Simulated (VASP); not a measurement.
# Si4Ru (Im-3m) in VASP: notebook, part 3 of 3

VASP 6.6.1. Earlier steps stand in the parts before.

### 7 Relaxation of cell and atoms, PBE

This run uses another cell than the first one, of 16.79 Å³/atom.

The input, INCAR:

```
SYSTEM = Si4Ru
ALGO = Normal ; EDIFF = 1E-6
EDIFFG = -0.01 ; ENCUT = 600
GGA = PE ; IBRION = 2
ISIF = 3 ; ISMEAR = 0
LASPH = .True. ; LCHARG = .False.
LREAL = .False. ; LWAVE = .False.
NELM = 60 ; NSW = 100
PREC = Accurate ; SIGMA = 0.1
```

The input, KPOINTS:

```
k-points
0
Gamma
  10 10 10
  0 0 0
```

The input, POSCAR:

```
Si4Ru
1.0
   -2.7583363259      2.7583363259      2.7583363259
    2.7583363259     -2.7583363259      2.7583363259
    2.7583363259      2.7583363259     -2.7583363259
Si Ru
4 1
Direct
    0.0000000000      0.0000000000      0.5000000000
    0.0000000000      0.5000000000      0.0000000000
    0.5000000000      0.0000000000      0.0000000000
    0.5000000000      0.5000000000      0.5000000000
    0.0000000000      0.0000000000      0.0000000000
```

Potentials or basis: VASP PAW PBE potentials, release 64 (Si, Ru_pv).

On the command line:

```console
cat potpaw_PBE.64/Si/POTCAR potpaw_PBE.64/Ru_pv/POTCAR > POTCAR
mpirun -np 1 vasp_std > vasp.out
```

OUTCAR:

```text
SYSTEM = Si4Ru
   EDIFF = 1E-6
   EDIFFG = -0.01
   ENCUT = 600
   GGA = PE
   IBRION = 2
   ISIF = 3
   ISMEAR = 0
   LASPH = .True.
   LREAL = .False.
   NELM = 60
   NSW = 100
   PREC = Accurate

 ion  position               nearest neighbor table
   1  0.000  0.000  0.500-   5 2.39   5 2.39   4 2.76   2 2.76   3 2.76   2 2.76   3 2.76   4 2.76

   2  0.000  0.500  0.000-   5 2.39   5 2.39   4 2.76   1 2.76   3 2.76   1 2.76   4 2.76   3 2.76

   3  0.500  0.000  0.000-   5 2.39   5 2.39   4 2.76   1 2.76   4 2.76   2 2.76   1 2.76   2 2.76

   4  0.500  0.500  0.500-   5 2.39   5 2.39   3 2.76   1 2.76   3 2.76   2 2.76   1 2.76   2 2.76

   5  0.000  0.000  0.000-   1 2.39   2 2.39   3 2.39   4 2.39   1 2.39   2 2.39   3 2.39   4 2.39

  LATTYP: Found a body centered cubic cell.
 ALAT       =     5.5166726518

  Lattice vectors:

 A1 = (  -2.7583363259,   2.7583363259,   2.7583363259)
 A2 = (   2.7583363259,  -2.7583363259,   2.7583363259)
 A3 = (   2.7583363259,   2.7583363259,  -2.7583363259)

Analysis of symmetry for initial positions (statically):
=====================================================================
 Subroutine PRICEL returns:
 Original cell was already a primitive cell.

 Routine SETGRP: Setting up the symmetry group for a
 body centered cubic supercell.

 Subroutine GETGRP returns: Found 48 space group operations
 (whereof 48 operations were pure point group operations)
 out of a pool of 48 trial point group operations.

The static configuration has the point symmetry O_h .

Analysis of symmetry for dynamics (positions and initial velocities):
=====================================================================
 Subroutine PRICEL returns:
 Original cell was already a primitive cell.

 Routine SETGRP: Setting up the symmetry group for a
 body centered cubic supercell.

 Subroutine GETGRP returns: Found 48 space group operations
 (whereof 48 operations were pure point group operations)
 out of a pool of 48 trial point group operations.

The dynamic configuration has the point symmetry O_h .

 Subroutine INISYM returns: Found 48 space group operations
 (whereof 48 operations are pure point group operations),
 and found     1 'primitive' translations

----------------------------------------------------------------------------------------

                                     Primitive cell

  volume of cell :      83.9463

  direct lattice vectors                    reciprocal lattice vectors
    -2.758336326  2.758336326  2.758336326     0.000000000  0.181268686  0.181268686
     2.758336326 -2.758336326  2.758336326     0.181268686  0.000000000  0.181268686
     2.758336326  2.758336326 -2.758336326     0.181268686  0.181268686  0.000000000

  length of vectors
     4.777578661  4.777578661  4.777578661     0.256352633  0.256352633  0.256352633

  position of ions in fractional coordinates (direct lattice)
     0.000000000  0.000000000  0.500000000
[... 43 lines left out ...]
  0.200000  0.000000  0.000000     12.000000
  0.300000  0.000000  0.000000     12.000000
  0.400000  0.000000  0.000000     12.000000
  0.500000  0.000000  0.000000      6.000000
[... 16 lines left out ...]
  0.300000  0.300000  0.100000      8.000000
 -0.300000  0.300000  0.100000     24.000000
 [... further k-points ...]
   k-points           NKPTS =     47   k-points in BZ     NKDIM =     47   number of bands    NBANDS=     19
   number of dos      NEDOS =    301   number of ions     NIONS =      5
   total plane-waves  NPLWV =  64000
   dimension x,y,z NGX =    40 NGY =   40 NGZ =   40
   dimension x,y,z NGXF=    80 NGYF=   80 NGZF=   80
   ions per type =               4   1
   NGX,Y,Z   is equivalent  to a cutoff of  13.92, 13.92, 13.92 a.u.
   NGXF,Y,Z  is equivalent  to a cutoff of  27.84, 27.84, 27.84 a.u.
 SYSTEM =  Si4Ru
   PREC   = accura    normal or accurate (medium, high low for compatibility)
   ISTART =      0    job   : 0-new  1-cont  2-samecut
   ICHARG =      2    charge: 1-file 2-atom 10-const
   ISPIN  =      1    spin polarized calculation?
   LNONCOLLINEAR =      F non collinear calculations
   LSORBIT =      F    spin-orbit coupling
   LASPH  =      T    aspherical Exc in radial PAW
   ENCUT  =  600.0 eV  44.10 Ry    6.64 a.u.   9.54  9.54  9.54*2*pi/ulx,y,z
   NELM   =     60;   NELMIN=  2; NELMDL= -5     # of ELM steps
   EDIFF  = 0.1E-05   stopping-criterion for ELM
   LREAL  =      F    real-space projection
   EDIFFG = -.1E-01   stopping-criterion for IOM
   NSW    =    100    number of steps for IOM
   IBRION =      2    ionic relax: 0-MD 1-quasi-New 2-CG
   NFREE  =      1    steps in history (QN), initial steepest desc. (CG)
   ISIF   =      3    stress and relaxation
   ISYM   =      2    0-nonsym 1-usesym 2-fastsym
   POTIM  = 0.5000    time-step for ionic-motion
   TEBEG  =    0.0;   TEEND  =   0.0 temperature during run
   PSTRESS=    0.0 pullay stress
   NELECT =      30.0000    total number of electrons
   NUPDOWN=      -1.0000    fix difference up-down
   EMIN   =  10.00;   EMAX   =-10.00  energy-range for DOS
   EFERMI =   0.00;   METHOD = LEGACY
   ISMEAR =     0;   SIGMA  =   0.10  broadening in eV -4-tet -1-fermi 0-gaus
   EFERMI_NEDOS =   21; number of points for ismear=-14 and -15
   IALGO  =     38    algorithm
   IMIX   =      4    mixing-type and parameters
     AMIX     =   0.40;   BMIX     =  1.00
     AMIX_MAG =   1.60;   BMIX_MAG =  1.00
  volume/ion in A,a.u.               =      16.79       113.30
  Fermi-wavevector in a.u.,A,eV,Ry     =   1.161755  2.195399 18.363451  1.349676
  Thomas-Fermi vector in A             =   2.298324
   LORBIT       =      0    0 simple, 1 ext, 2 COOP (PROOUT), +10 PAW based schemes
   GGA     = PE    functional components
   LHFCALC =     F    Hartree Fock is set to
   AEXX    =    0.0000 exact exchange contribution
   IVDW    =     0    specifies the selected vdW correction
   LEPSILON=     F    determine dielectric tensor
   LRPA    =     F    only Hartree local field effects (RPA)
 conjugate gradient relaxation of ions
 non-spin polarized calculation
 Gauss-broadening in eV      SIGMA  =   0.10
  energy-cutoff  :      600.00
  volume of cell :       83.95
 maximum number of plane-waves:      2826
 NGX is ok and might be reduce to    40
   NGX = 19   NGY = 19   NGZ = 19

--------------------------------------- Ionic step        1  -------------------------------------------

 number of electron      29.9999997 magnetization

 Free energy of the ion-electron system (eV)
  ---------------------------------------------------
  ext. energy  EPLUGINS =         0.00000000
  ---------------------------------------------------
  free energy    TOTEN  =       -29.53514710 eV

  energy without entropy =      -29.52069269  energy(sigma->0) =      -29.52791990

------------------------ aborting loop because EDIFF is reached ----------------------------------------

  FORCE on cell =-STRESS in cart. coord.  units (eV):
  Direction    XX          YY          ZZ          XY          YZ          ZX
  --------------------------------------------------------------------------------------
  -------------------------------------------------------------------------------------
  Total       -0.2914380     -0.2914380     -0.2914380     -0.0000000      0.0000000     -0.0000000
  in kB       -5.5623095     -5.5623095     -5.5623095     -0.0000000      0.0000000     -0.0000000
  external PRESSURE =      -5.5623095 kB  Pullay stress =       0.0000000 kB
[... 65 lines left out ...]
--------------------------------------- Ionic step        3  -------------------------------------------

 number of electron      29.9999997 magnetization

 Free energy of the ion-electron system (eV)
  ---------------------------------------------------
  ext. energy  EPLUGINS =         0.00000000
  ---------------------------------------------------
  free energy    TOTEN  =       -29.53579778 eV

  energy without entropy =      -29.52138660  energy(sigma->0) =      -29.52859219

 E-fermi :   8.6141     XC(G=0): -10.8166

 val. band max:        8.5847432225   @ k =  -0.4000   0.4000   0.2000
 cond. band min:       8.6192274942   @ k =  -0.3000   0.4000   0.2000
 fundamental gap:      0.0344842717
 Fermi energy:         8.6141279682

 k-point     1 :       0.0000    0.0000    0.0000
  band No.  band energies     occupation
      1     -34.5370      2.00000
      2     -34.5370      2.00000
      3     -34.5370      2.00000
      4      -3.9178      2.00000
      5       1.4249      2.00000
      6       1.4249      2.00000
[... 505 lines left out ...]
      6       0.7335      2.00000
[... 11 lines left out ...]
     18      10.2952      0.00000
     19      10.8867      0.00000

 [... further k-points ...]

------------------------ aborting loop because EDIFF is reached ----------------------------------------

  FORCE on cell =-STRESS in cart. coord.  units (eV):
  Direction    XX          YY          ZZ          XY          YZ          ZX
  --------------------------------------------------------------------------------------
  -------------------------------------------------------------------------------------
  Total       -0.0005313     -0.0005313     -0.0005313      0.0000000      0.0000000      0.0000000
  in kB       -0.0101872     -0.0101872     -0.0101872      0.0000000      0.0000000      0.0000000
  external PRESSURE =      -0.0101872 kB  Pullay stress =       0.0000000 kB
[... 20 lines left out ...]
  FREE ENERGIE OF THE ION-ELECTRON SYSTEM (eV)
  ---------------------------------------------------
  free  energy   TOTEN  =       -29.5357977752 eV

  energy  without entropy=      -29.5213865990  energy(sigma->0) =      -29.52859219

 reached required accuracy - stopping structural energy minimisation
```

OSZICAR:

```text
N       E                     dE             d eps       ncg     rms          rms(c)
DAV:   1     0.150812408128E+03    0.15081E+03   -0.16290E+04  2058   0.158E+03
DAV:   2    -0.227685501265E+02   -0.17358E+03   -0.16820E+03  2035   0.306E+02
DAV:   3    -0.299200152770E+02   -0.71515E+01   -0.68340E+01  2334   0.517E+01
DAV:   4    -0.300619991486E+02   -0.14198E+00   -0.14059E+00  2189   0.661E+00
[... 22 lines left out ...]
DAV:   3    -0.295357954308E+02    0.86314E-02   -0.42650E-02  1953   0.170E+00    0.745E-02
DAV:   4    -0.295358217131E+02   -0.26282E-04   -0.15582E-03  2021   0.240E-01    0.366E-02
DAV:   5    -0.295358001650E+02    0.21548E-04   -0.16703E-04  1966   0.111E-01    0.211E-02
DAV:   6    -0.295357981325E+02    0.20325E-05   -0.74398E-06  2042   0.232E-02    0.404E-03
DAV:   7    -0.295357977752E+02    0.35726E-06   -0.54762E-07   965   0.466E-03
   3 F= -.29535798E+02 E0= -.29528592E+02  d E =-.650677E-03
```

It took 4.5 min on 1 thread of Intel Xeon 8259CL, shared host; peak memory 0.3 GiB.

Results:

| Item | Value |
| --- | --- |
| Free energy | -29.5358 eV |
| Relaxed volume | 16.71 Å³/atom |
| Relaxed cell | a = 4.770 Å, b = 4.770 Å, c = 4.770 Å, α = 109.47°, β = 109.47°, γ = 109.47° |
| Space group after relaxing (to 0.1 Å) | Im-3m (No. 229) |
| Energy gained by relaxing | 0.1 meV/atom |
| Ionic steps | 3 |
| Pressure after relaxing | 0.0 GPa |
| Band gap on the k mesh | zero (bands 15 and 16 overlap by 0.69 eV) |

The path:
```tsv
step	energy change (eV)	largest force (eV/Å)	pressure (GPa)	volume (Å³)
1	0.0000	0.0000	-0.56	83.95
2	-0.0001	0.0000	0.52	83.24
3	-0.0007	0.0000	0.00	83.57
```

Final structure:
```
CELL_PARAMETERS angstrom
-2.75417 2.75417 2.75417
2.75417 -2.75417 2.75417
2.75417 2.75417 -2.75417
ATOMIC_POSITIONS crystal
Si 0.00000 0.00000 0.50000
Si 0.00000 0.50000 0.00000
Si 0.50000 0.00000 0.00000
Si 0.50000 0.50000 0.50000
Ru 0.00000 0.00000 0.00000
```

### 8 The runs side by side

```tsv
task	spin	cell	k mesh	cutoff (eV)	gap on the mesh (eV)	pressure (GPa)	relaxed volume (Å³/atom)
single point	off	a = 4.617 Å, angles 109.5°, 5 atoms	4 × 4 × 4	520	none	15.3	-
single point	off	a = 4.778 Å, angles 109.5°, 5 atoms	4 × 4 × 4	520	none	0.1	-
relaxation of cell and atoms	off	relaxed from a = 4.617 Å, angles 109.5°, 5 atoms	4 × 4 × 4	600	none	-0.1	16.82
single point	collinear, ferromagnetic start	a = 4.778 Å, angles 109.5°, 5 atoms	4 × 4 × 4	520	none	0.1	-
single point	off	a = 4.770 Å, angles 109.5°, 5 atoms	10 × 10 × 10	520	none	0.0	-
relaxation of cell and atoms	off	relaxed from a = 4.778 Å, angles 109.5°, 5 atoms	10 × 10 × 10	600	none	0.0	16.71
```

Alike in all rows: level PBE; potentials or basis VASP PAW PBE potentials, release 64 (Si, Ru_pv); smearing gaussian 0.1 eV.

Caveats: some runs use coarse meshes.

Total energies depend on the potentials used, so only differences within one code and one set of settings carry meaning.
